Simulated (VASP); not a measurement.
# Ni (Fm-3m) in VASP: further runs, part 2 of 2

VASP 6.6.1.

### Step 5. Single point, LDA, collinear spin, ferromagnetic start (volume scaled by 0.96)

INCAR

```
SYSTEM = Ni
ALGO = Normal ; EDIFF = 1E-7
ENCUT = 520 ; GGA = CA
ISIF = 2 ; ISMEAR = -1
ISPIN = 2 ; LASPH = .TRUE.
LCHARG = .FALSE. ; LMAXMIX = 4
LORBIT = 11 ; LREAL = .FALSE.
LWAVE = .FALSE. ; MAGMOM = 1.5
NBANDS = 15 ; NELM = 150
PREC = Accurate ; SIGMA = 0.1
```

KPOINTS

```
k-points
0
G
  16 16 16
  0 0 0
```

POSCAR

```
Ni
1.0
    0.0000000000      1.7381221485      1.7381221485
    1.7381221485      0.0000000000      1.7381221485
    1.7381221485      1.7381221485      0.0000000000
Ni
1
Direct
    0.0000000000      0.0000000000      0.0000000000
```

Potentials or basis: VASP PAW LDA potentials, release 64 (Ni).

Launch:

```console
cat potpaw_LDA.64/Ni/POTCAR > POTCAR
mpirun -np 1 vasp_std > vasp.out
```

OUTCAR:

```text
SYSTEM = Ni
   EDIFF = 1E-7
   ENCUT = 520
   GGA = CA
   ISIF = 2
   ISMEAR = -1
   ISPIN = 2
   LASPH = .TRUE.
   LORBIT = 11
   LREAL = .FALSE.
   NELM = 150
   PREC = Accurate

 ion  position               nearest neighbor table
   1  0.000  0.000  0.000-

  LATTYP: Found a face centered cubic cell.
 ALAT       =     3.4762442970

  Lattice vectors:

 A1 = (   0.0000000000,   1.7381221485,   1.7381221485)
 A2 = (   1.7381221485,   0.0000000000,   1.7381221485)
 A3 = (   1.7381221485,   1.7381221485,   0.0000000000)

Analysis of symmetry for initial positions (statically):
=====================================================================
 Subroutine PRICEL returns:
 Original cell was already a primitive cell.

 Routine SETGRP: Setting up the symmetry group for a
 face centered cubic supercell.

 Subroutine GETGRP returns: Found 48 space group operations
 (whereof 48 operations were pure point group operations)
 out of a pool of 48 trial point group operations.

The static configuration has the point symmetry O_h .

Analysis of symmetry for dynamics (positions and initial velocities):
=====================================================================
 Subroutine PRICEL returns:
 Original cell was already a primitive cell.

 Routine SETGRP: Setting up the symmetry group for a
 face centered cubic supercell.

 Subroutine GETGRP returns: Found 48 space group operations
 (whereof 48 operations were pure point group operations)
 out of a pool of 48 trial point group operations.

The dynamic configuration has the point symmetry O_h .

Analysis of structural, dynamic, and magnetic symmetry:
=====================================================================
 Subroutine PRICEL returns:
 Original cell was already a primitive cell.

 Routine SETGRP: Setting up the symmetry group for a
 face centered cubic supercell.

 Subroutine GETGRP returns: Found 48 space group operations
 (whereof 48 operations were pure point group operations)
 out of a pool of 48 trial point group operations.

The overall configuration has the point symmetry O_h .

 Subroutine INISYM returns: Found 48 space group operations
 (whereof 48 operations are pure point group operations),
 and found     1 'primitive' translations

----------------------------------------------------------------------------------------

                                     Primitive cell

  volume of cell :      10.5020

  direct lattice vectors                    reciprocal lattice vectors
     0.000000000  1.738122149  1.738122149    -0.287666779  0.287666779  0.287666779
     1.738122149  0.000000000  1.738122149     0.287666779 -0.287666779  0.287666779
     1.738122149  1.738122149  0.000000000     0.287666779  0.287666779 -0.287666779

  length of vectors
     2.458075915  2.458075915  2.458075915     0.498253477  0.498253477  0.498253477

  position of ions in fractional coordinates (direct lattice)
     0.000000000  0.000000000  0.000000000

  ion indices of the primitive-cell ions
   primitive index   ion index
                 1           1

----------------------------------------------------------------------------------------

 KPOINTS: k-points

Automatic generation of k-mesh.
 Grid dimensions read from file:
 generate k-points for:   16   16   16

 Generating k-lattice:

[... 65 lines left out ...]
   IBRION =     -1    ionic relax: 0-MD 1-quasi-New 2-CG
   NFREE  =      0    steps in history (QN), initial steepest desc. (CG)
   ISIF   =      2    stress and relaxation
   ISYM   =      2    0-nonsym 1-usesym 2-fastsym
   POTIM  = 0.5000    time-step for ionic-motion
   TEBEG  =    0.0;   TEEND  =   0.0 temperature during run
   PSTRESS=    0.0 pullay stress
   NELECT =      10.0000    total number of electrons
   NUPDOWN=      -1.0000    fix difference up-down
   EMIN   =  10.00;   EMAX   =-10.00  energy-range for DOS
   EFERMI =   0.00;   METHOD = LEGACY
   ISMEAR =    -1;   SIGMA  =   0.10  broadening in eV -4-tet -1-fermi 0-gaus
   EFERMI_NEDOS =   21; number of points for ismear=-14 and -15
   IALGO  =     38    algorithm
   IMIX   =      4    mixing-type and parameters
     AMIX     =   0.40;   BMIX     =  1.00
     AMIX_MAG =   1.60;   BMIX_MAG =  1.00
  volume/ion in A,a.u.               =      10.50        70.87
  Fermi-wavevector in a.u.,A,eV,Ry     =   1.610588  3.043571 35.293440  2.593995
  Thomas-Fermi vector in A             =   2.706114
   LORBIT       =     11    0 simple, 1 ext, 2 COOP (PROOUT), +10 PAW based schemes
   GGA     = CA    functional components
   LHFCALC =     F    Hartree Fock is set to
   AEXX    =    0.0000 exact exchange contribution
   IVDW    =     0    specifies the selected vdW correction
   LEPSILON=     F    determine dielectric tensor
   LRPA    =     F    only Hartree local field effects (RPA)
 spin polarized calculation
  energy-cutoff  :      520.00
  volume of cell :       10.50
 maximum number of plane-waves:       295
   NGX =  9   NGY =  9   NGZ =  9

 number of electron      10.0000000 magnetization       1.5000000

 number of electron       9.9999999 magnetization       0.5594644

 Free energy of the ion-electron system (eV)
  ---------------------------------------------------
  ext. energy  EPLUGINS =         0.00000000
  ---------------------------------------------------
  free energy    TOTEN  =        -6.59238916 eV

  energy without entropy =       -6.53693409  energy(sigma->0) =       -6.56466163

 E-fermi :   9.5219     XC(G=0): -13.8230

 val. band max:        9.5211537764   @ k =   0.3750   0.1250   0.0000
 cond. band min:       9.5257610328   @ k =   0.3750   0.3750   0.0000
 fundamental gap:      0.0046072564
 Fermi energy:         9.5218534513

 spin component 1

 k-point     1 :       0.0000    0.0000    0.0000
  band No.  band energies     occupation
      1       0.3084      1.00000
      2       7.1277      1.00000
      3       7.1277      1.00000
      4       7.1277      1.00000
      5       8.3307      0.99999
      6       8.3307      0.99999
      7      33.6188      0.00000
      8      37.6518      0.00000
      9      37.6518      0.00000
     10      37.6518      0.00000
     11      40.7417      0.00000
     12      40.7417      0.00000
     13      40.7417      0.00000
     14      43.8345      0.00000
[... 403 lines left out ...]
      4       7.2352      1.00000
      5       8.2408      1.00000
      6       8.3468      0.99999
      7      32.3255      0.00000
      8      34.0606      0.00000
      9      36.3579      0.00000
     10      38.2464      0.00000
     11      40.9068      0.00000
     12      40.9798      0.00000
     13      43.9468      0.00000
     14      46.2584      0.00000
     15      46.6803      0.00000

 [... further k-points ...]

 spin component 2

 k-point     1 :       0.0000    0.0000    0.0000
  band No.  band energies     occupation
      1       0.3500      1.00000
      2       7.6947      1.00000
      3       7.6947      1.00000
      4       7.6947      1.00000
      5       8.8622      0.99864
      6       8.8622      0.99864
      7      33.6051      0.00000
      8      37.6996      0.00000
      9      37.6996      0.00000
     10      37.6996      0.00000
     11      40.8968      0.00000
     12      40.8968      0.00000
     13      40.8968      0.00000
     14      43.8136      0.00000
[... 403 lines left out ...]
      4       7.8034      1.00000
      5       8.7678      0.99947
      6       8.8791      0.99839
      7      32.3889      0.00000
      8      34.1407      0.00000
      9      36.4070      0.00000
     10      38.2970      0.00000
     11      41.0479      0.00000
     12      41.0574      0.00000
     13      44.0179      0.00000
     14      46.4174      0.00000
     15      46.7386      0.00000

 [... further k-points ...]
[... 5 lines left out ...]
  --------------------------------------------------------------------------------------
  -------------------------------------------------------------------------------------
  Total       -0.6677321     -0.6677321     -0.6677321      0.0000000      0.0000000     -0.0000000
  in kB     -101.8689761   -101.8689761   -101.8689761      0.0000000      0.0000000     -0.0000000
  external PRESSURE =    -101.8689761 kB  Pullay stress =       0.0000000 kB

 VOLUME and BASIS-vectors are now :
 -----------------------------------------------------------------------------
  energy-cutoff  :      520.00
  volume of cell :       10.50
      direct lattice vectors                 reciprocal lattice vectors
     0.000000000  1.738122149  1.738122149    -0.287666779  0.287666779  0.287666779
     1.738122149  0.000000000  1.738122149     0.287666779 -0.287666779  0.287666779
     1.738122149  1.738122149  0.000000000     0.287666779  0.287666779 -0.287666779

 POSITION                                       TOTAL-FORCE (eV/Angst)
 -----------------------------------------------------------------------------------
      0.00000      0.00000      0.00000         0.000000      0.000000     -0.000000
 -----------------------------------------------------------------------------------
    total drift:                                0.000000     -0.000000     -0.000000

  FREE ENERGIE OF THE ION-ELECTRON SYSTEM (eV)
  ---------------------------------------------------
  free  energy   TOTEN  =        -6.5923891600 eV

  energy  without entropy=       -6.5369340927  energy(sigma->0) =       -6.56466163

 total charge

# of ion       s       p       d       tot
------------------------------------------
    1        0.514   0.528   8.343   9.385

 magnetization (x)

# of ion       s       p       d       tot
------------------------------------------
    1       -0.005  -0.017   0.584   0.562
```

Wall time 38 s (1 thread of Intel Xeon Platinum 8259CL at 2.50GHz (Skylake/Cascade Lake), shared host); peak memory 0.14 GiB.

What came out:

- Free energy: -6.5924 eV
- Pressure: -10.2 GPa
- Net moment: 0.56 μB per cell
- Site moments: Ni +0.56 μB
- Valence electrons inside the program's atomic spheres: Ni 9.38

Caveat: the cell differs from its parent crystal (volume scaled by 0.96).

### Step 6. Single point, LDA, collinear spin, ferromagnetic start

This run uses another cell than the first one, of 10.94 Å³/atom, 1.163 times its volume.

INCAR

```
SYSTEM = Ni
PREC = Accurate
ENCUT = 520
EDIFF = 1E-6
ISMEAR = -1
SIGMA = 0.1
LREAL = .FALSE.
LASPH = .TRUE.
NELM = 150
ALGO = Normal
ISIF = 2
LWAVE = .FALSE.
LCHARG = .TRUE.
ISPIN = 2
MAGMOM = 1.5
LORBIT = 11
LMAXMIX = 4
LELF = .TRUE.
LVHAR = .TRUE.
NBANDS = 15
```

KPOINTS

```
regular mesh
0
G
  16 16 16
  0 0 0
```

POSCAR

```
Ni
1.0
    0.0000000000      1.7619350000      1.7619350000
    1.7619350000      0.0000000000      1.7619350000
    1.7619350000      1.7619350000      0.0000000000
Ni
1
Direct
    0.0000000000      0.0000000000      0.0000000000
```

Potentials or basis: VASP PAW LDA potentials, release 64 (Ni).

Launch:

```console
cat potpaw_LDA.64/Ni/POTCAR > POTCAR
mpirun -np 1 vasp_std > vasp.out
```

OUTCAR:

```text
SYSTEM = Ni
   PREC = Accurate
   ENCUT = 520
   EDIFF = 1E-6
   ISMEAR = -1
   LREAL = .FALSE.
   LASPH = .TRUE.
   NELM = 150
   ISIF = 2
   ISPIN = 2
   LORBIT = 11

 ion  position               nearest neighbor table
   1  0.000  0.000  0.000-

  LATTYP: Found a face centered cubic cell.
 ALAT       =     3.5238700000

  Lattice vectors:

 A1 = (   0.0000000000,   1.7619350000,   1.7619350000)
 A2 = (   1.7619350000,   0.0000000000,   1.7619350000)
 A3 = (   1.7619350000,   1.7619350000,   0.0000000000)

Analysis of symmetry for initial positions (statically):
=====================================================================
 Subroutine PRICEL returns:
 Original cell was already a primitive cell.

 Routine SETGRP: Setting up the symmetry group for a
 face centered cubic supercell.

 Subroutine GETGRP returns: Found 48 space group operations
 (whereof 48 operations were pure point group operations)
 out of a pool of 48 trial point group operations.

The static configuration has the point symmetry O_h .

Analysis of symmetry for dynamics (positions and initial velocities):
=====================================================================
 Subroutine PRICEL returns:
 Original cell was already a primitive cell.

 Routine SETGRP: Setting up the symmetry group for a
 face centered cubic supercell.

 Subroutine GETGRP returns: Found 48 space group operations
 (whereof 48 operations were pure point group operations)
 out of a pool of 48 trial point group operations.

The dynamic configuration has the point symmetry O_h .

Analysis of structural, dynamic, and magnetic symmetry:
=====================================================================
 Subroutine PRICEL returns:
 Original cell was already a primitive cell.

 Routine SETGRP: Setting up the symmetry group for a
 face centered cubic supercell.

 Subroutine GETGRP returns: Found 48 space group operations
 (whereof 48 operations were pure point group operations)
 out of a pool of 48 trial point group operations.

The overall configuration has the point symmetry O_h .

[... 158 lines left out ...]
      5       7.7731      0.99999
      6       7.7731      0.99999
      7      32.6876      0.00000
      8      36.3927      0.00000
      9      36.3927      0.00000
     10      36.3927      0.00000
     11      39.3458      0.00000
     12      39.3458      0.00000
     13      39.3458      0.00000
     14      42.5406      0.00000
[... 403 lines left out ...]
      4       6.7417      1.00000
      5       7.6893      1.00000
      6       7.7885      0.99999
      7      31.2954      0.00000
      8      32.8619      0.00000
      9      35.1672      0.00000
     10      36.9742      0.00000
     11      39.5141      0.00000
     12      39.6906      0.00000
     13      42.5970      0.00000
     14      44.5822      0.00000
     15      45.1482      0.00000

 [... further k-points ...]

 spin component 2

 k-point     1 :       0.0000    0.0000    0.0000
  band No.  band energies     occupation
      1       0.0416      1.00000
      2       7.2157      1.00000
      3       7.2157      1.00000
      4       7.2157      1.00000
      5       8.3132      0.99795
      6       8.3133      0.99795
      7      32.6683      0.00000
      8      36.4413      0.00000
      9      36.4413      0.00000
     10      36.4413      0.00000
     11      39.4973      0.00000
     12      39.4973      0.00000
     13      39.4973      0.00000
     14      42.5148      0.00000
[... 403 lines left out ...]
      4       7.3182      1.00000
      5       8.2251      0.99915
      6       8.3294      0.99759
      7      31.3581      0.00000
      8      32.9422      0.00000
      9      35.2112      0.00000
     10      37.0257      0.00000
     11      39.6611      0.00000
     12      39.7523      0.00000
     13      42.6639      0.00000
     14      44.7346      0.00000
     15      45.2162      0.00000

 [... further k-points ...]

------------------------ aborting loop because EDIFF is reached ----------------------------------------

  FORCE on cell =-STRESS in cart. coord.  units (eV):
  Direction    XX          YY          ZZ          XY          YZ          ZX
  --------------------------------------------------------------------------------------
  -------------------------------------------------------------------------------------
  Total       -1.1866160     -1.1866160     -1.1866160      0.0000000      0.0000000     -0.0000000
  in kB     -173.7885440   -173.7885440   -173.7885440      0.0000000      0.0000000     -0.0000000
  external PRESSURE =    -173.7885440 kB  Pullay stress =       0.0000000 kB

 VOLUME and BASIS-vectors are now :
 -----------------------------------------------------------------------------
  energy-cutoff  :      520.00
  volume of cell :       10.94
      direct lattice vectors                 reciprocal lattice vectors
     0.000000000  1.761935000  1.761935000    -0.283778914  0.283778914  0.283778914
     1.761935000  0.000000000  1.761935000     0.283778914 -0.283778914  0.283778914
     1.761935000  1.761935000  0.000000000     0.283778914  0.283778914 -0.283778914

 POSITION                                       TOTAL-FORCE (eV/Angst)
 -----------------------------------------------------------------------------------
      0.00000      0.00000      0.00000         0.000000     -0.000000      0.000000
 -----------------------------------------------------------------------------------
    total drift:                                0.000000      0.000000      0.000000

  FREE ENERGIE OF THE ION-ELECTRON SYSTEM (eV)
  ---------------------------------------------------
  free  energy   TOTEN  =        -6.5541963502 eV

  energy  without entropy=       -6.4965170097  energy(sigma->0) =       -6.52535668

 total charge

# of ion       s       p       d       tot
------------------------------------------
    1        0.496   0.491   8.324   9.311

 magnetization (x)

# of ion       s       p       d       tot
------------------------------------------
    1       -0.005  -0.017   0.595   0.573
```

OSZICAR:

```text
N       E                     dE             d eps       ncg     rms          rms(c)
DAV:   1     0.315792649004E+02    0.31579E+02   -0.42101E+03  9311   0.867E+02
DAV:   2    -0.618502945550E+01   -0.37764E+02   -0.34955E+02  9722   0.161E+02
DAV:   3    -0.760784228721E+01   -0.14228E+01   -0.14122E+01 10779   0.308E+01
DAV:   4    -0.761648878817E+01   -0.86465E-02   -0.86453E-02 10452   0.227E+00
DAV:   5    -0.761659334898E+01   -0.10456E-03   -0.10456E-03 11075   0.226E-01    0.105E+01
DAV:   6    -0.697256301135E+01    0.64403E+00   -0.14727E+01 12571   0.434E+01    0.647E+00
DAV:   7    -0.657304865024E+01    0.39951E+00   -0.28752E+00 11587   0.169E+01    0.174E+00
DAV:   8    -0.655823384315E+01    0.14815E-01   -0.25152E-02 10377   0.980E-01    0.881E-01
DAV:   9    -0.655518446052E+01    0.30494E-02   -0.16717E-03 14273   0.226E-01    0.298E-01
DAV:  10    -0.655419471140E+01    0.98975E-03   -0.12320E-03 14319   0.184E-01    0.417E-02
DAV:  11    -0.655419545603E+01   -0.74464E-06   -0.12983E-05 10990   0.267E-02    0.254E-02
DAV:  12    -0.655419635015E+01   -0.89412E-06   -0.30135E-06  9731   0.108E-02
   1 F= -.65541964E+01 E0= -.65253567E+01  d E =-.576793E-01  mag=     0.5678
```

Wall time 38 s (1 thread of Intel Xeon Platinum 8259CL at 2.50GHz (Skylake/Cascade Lake), shared host); peak memory 0.15 GiB.

Results:

| Quantity | Value |
| --- | --- |
| Free energy | -6.5542 eV |
| Pressure | -17.4 GPa |
| Net moment | 0.57 μB per cell |
| Site moments | Ni +0.57 μB |
| Valence electrons inside the program's atomic spheres | Ni 9.31 |

### Step 7. The runs side by side

```csv
cell,gap on the mesh (eV),pressure (GPa),moment (μB)
"a = 2.370 Å, angles 60.0°, 1 atom",none,19.0,0.54
"a = 2.423 Å, angles 60.0°, 1 atom",none,-0.7,0.55
"a = 2.458 Å, angles 60.0°, 1 atom",none,-10.2,0.56
"a = 2.492 Å, angles 60.0°, 1 atom",none,-17.4,0.57
```

Alike in all rows: task single point; level LDA; potentials or basis VASP PAW LDA potentials, release 64 (Ni); spin collinear, ferromagnetic start; k mesh 16 × 16 × 16; cutoff (eV) 520; smearing fermi-dirac 0.1 eV.

Total energies depend on the potentials used, so only differences within one code and one set of settings carry meaning.
